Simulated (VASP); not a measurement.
# ZnO (lda) (P6_3mc) in VASP: further runs, part 2 of 2

VASP 6.6.1. The steps go on from the part before.

## (3) Single point, LDA

This run uses another cell than the first one, of 11.33 Å³/atom, 0.953 times its volume.

Contents of INCAR:

```
PREC = Accurate ; ENCUT = 520
EDIFF = 1E-6 ; ISMEAR = 0
SIGMA = 0.02 ; LREAL = False
LASPH = True ; NELM = 80
ALGO = Normal ; ISIF = 2
LWAVE = False ; LCHARG = False
NBANDS = 26
```

Contents of KPOINTS:

```
Automatic mesh
0
Gamma
  9 9 6
```

Contents of POSCAR:

```
ZnO
1.0
    3.1873714549      0.0000000000      0.0000000000
   -1.5936857275      2.7603446512      0.0000000000
    0.0000000000      0.0000000000      5.1527903705
Zn O
2 2
Direct
    0.3333333333      0.6666666667      0.0022836161
    0.6666666667      0.3333333333      0.5022836161
    0.3333333333      0.6666666667      0.3807163839
    0.6666666667      0.3333333333      0.8807163839
```

Potentials or basis: VASP PAW LDA potentials, release 64 (Zn, O).

On the command line:

```bash
cat potpaw_LDA.64/Zn/POTCAR potpaw_LDA.64/O/POTCAR > POTCAR
mpirun -np 1 vasp_std > vasp.out
```

OUTCAR:

```text
PREC = Accurate
   ENCUT = 520
   EDIFF = 1E-6
   ISMEAR = 0
   LREAL = False
   LASPH = True
   NELM = 80
   ISIF = 2

 ion  position               nearest neighbor table
   1  0.333  0.667  0.002-   4 1.94   4 1.94   4 1.94   3 1.95
   2  0.667  0.333  0.502-   3 1.94   3 1.94   3 1.94   4 1.95
   3  0.333  0.667  0.381-   2 1.94   2 1.94   2 1.94   1 1.95
   4  0.667  0.333  0.881-   1 1.94   1 1.94   1 1.94   2 1.95

  LATTYP: Found a hexagonal cell.
 ALAT       =     3.1873714549
 C/A-ratio  =     1.6166268800

  Lattice vectors:

 A1 = (   3.1873714549,   0.0000000000,   0.0000000000)
 A2 = (  -1.5936857275,   2.7603446512,   0.0000000000)
 A3 = (   0.0000000000,   0.0000000000,   5.1527903705)

Analysis of symmetry for initial positions (statically):
=====================================================================
 Subroutine PRICEL returns:
 Original cell was already a primitive cell.

 Routine SETGRP: Setting up the symmetry group for a
 hexagonal supercell.

 Subroutine GETGRP returns: Found 12 space group operations
 (whereof  6 operations were pure point group operations)
 out of a pool of 24 trial point group operations.

The static configuration has the point symmetry C_3v.
 The point group associated with its full space group is C_6v.

Analysis of symmetry for dynamics (positions and initial velocities):
=====================================================================
 Subroutine PRICEL returns:
 Original cell was already a primitive cell.

 Routine SETGRP: Setting up the symmetry group for a
 hexagonal supercell.

 Subroutine GETGRP returns: Found 12 space group operations
 (whereof  6 operations were pure point group operations)
 out of a pool of 24 trial point group operations.

The dynamic configuration has the point symmetry C_3v.
 The point group associated with its full space group is C_6v.

 Subroutine INISYM returns: Found 12 space group operations
 (whereof  6 operations are pure point group operations),
[... 119 lines left out ...]
     AMIX     =   0.40;   BMIX     =  1.00
     AMIX_MAG =   1.60;   BMIX_MAG =  1.00
  volume/ion in A,a.u.               =      11.33        76.48
  Fermi-wavevector in a.u.,A,eV,Ry     =   1.515989  2.864805 31.269236  2.298224
  Thomas-Fermi vector in A             =   2.625439
   LORBIT       =      0    0 simple, 1 ext, 2 COOP (PROOUT), +10 PAW based schemes
   GGA     = CA    functional components
   LHFCALC =     F    Hartree Fock is set to
   AEXX    =    0.0000 exact exchange contribution
   IVDW    =     0    specifies the selected vdW correction
   LEPSILON=     F    determine dielectric tensor
   LRPA    =     F    only Hartree local field effects (RPA)
 non-spin polarized calculation
 Gauss-broadening in eV      SIGMA  =   0.02
  energy-cutoff  :      520.00
  volume of cell :       45.34
 maximum number of plane-waves:      1237
 NGX is ok and might be reduce to    24
   NGX = 11   NGY = 11   NGZ = 19

 number of electron      35.9999983 magnetization

 Free energy of the ion-electron system (eV)
  ---------------------------------------------------
  ext. energy  EPLUGINS =         0.00000000
  ---------------------------------------------------
  free energy    TOTEN  =       -21.15677969 eV

  energy without entropy =      -21.15677969  energy(sigma->0) =      -21.15677969

 E-fermi :   1.4845     XC(G=0): -11.7243

 val. band max:        1.3499809440   @ k =   0.0000   0.0000   0.0000
 cond. band min:       2.1580945994   @ k =   0.0000   0.0000   0.0000
 fundamental gap:      0.8081136554
 Fermi energy:         1.4844978692

 k-point     1 :       0.0000    0.0000    0.0000
  band No.  band energies     occupation
      1     -16.8727      2.00000
      2     -16.0300      2.00000
      3      -4.7734      2.00000
      4      -4.6815      2.00000
      5      -4.6815      2.00000
      6      -4.6431      2.00000
[... 685 lines left out ...]
     25      14.7280      0.00000
     26      16.0225      0.00000

 [... further k-points ...]

------------------------ aborting loop because EDIFF is reached ----------------------------------------

  FORCE on cell =-STRESS in cart. coord.  units (eV):
  Direction    XX          YY          ZZ          XY          YZ          ZX
  --------------------------------------------------------------------------------------
  -------------------------------------------------------------------------------------
  Total        0.3086283      0.3086283      0.3043973     -0.0000000      0.0000000      0.0000000
  in kB       10.9070650     10.9070650     10.7575379     -0.0000000      0.0000000      0.0000000
  external PRESSURE =      10.8572226 kB  Pullay stress =       0.0000000 kB

 VOLUME and BASIS-vectors are now :
 -----------------------------------------------------------------------------
  energy-cutoff  :      520.00
  volume of cell :       45.34
      direct lattice vectors                 reciprocal lattice vectors
     3.187371455  0.000000000  0.000000000     0.313738143  0.181136801  0.000000000
    -1.593685728  2.760344651  0.000000000     0.000000000  0.362273602  0.000000000
     0.000000000  0.000000000  5.152790370     0.000000000  0.000000000  0.194069607

 POSITION                                       TOTAL-FORCE (eV/Angst)
 -----------------------------------------------------------------------------------
     -0.00000      1.84023      0.01177         0.000000     -0.000000      0.001689
      1.59369      0.92011      2.58816        -0.000000     -0.000000      0.001689
     -0.00000      1.84023      1.96175         0.000000      0.000000     -0.001689
      1.59369      0.92011      4.53815        -0.000000      0.000000     -0.001689
 -----------------------------------------------------------------------------------
    total drift:                                0.000000      0.000001      0.000466

  FREE ENERGIE OF THE ION-ELECTRON SYSTEM (eV)
  ---------------------------------------------------
  free  energy   TOTEN  =       -21.1567796910 eV

  energy  without entropy=      -21.1567796910  energy(sigma->0) =      -21.15677969
```

It took 25 s on 1 thread of Intel Xeon Platinum 8559C (Emerald Rapids), shared host; peak memory 0.16 GiB.

What came out:

```yaml
Free_energy: -21.1568 eV
Pressure: 1.1 GPa
Band_gap_on_the_k_mesh: 0.81 eV, direct
```

Levels at points of the mesh, in eV from the valence-band top:
```
           k point  band 15  band 16  band 17  band 18  band 19  band 20  band 21  band 22
(0.00, 0.00, 0.00)    -0.86    -0.10     0.00     0.00     0.81     5.29     8.20    12.96
(0.00, 0.00, 0.50)    -0.43    -0.43    -0.43    -0.43     3.49     3.49    10.05    10.05
```

## (4) Against experiment

Step 3. A measured gap of ZnO is 3.37 eV (quoted in “Electronic structure of alkaline earth and post-transition metal oxides”, 2009, arxiv:0908.1581); the calculated 0.81 eV misses it by -2.56 eV. So large a miss can be the level of theory's own, or it may mean another phase, state or a wrong row. The value is that of LDA, without temperature or zero-point motion. Semilocal functionals fall short of measured gaps as a rule.
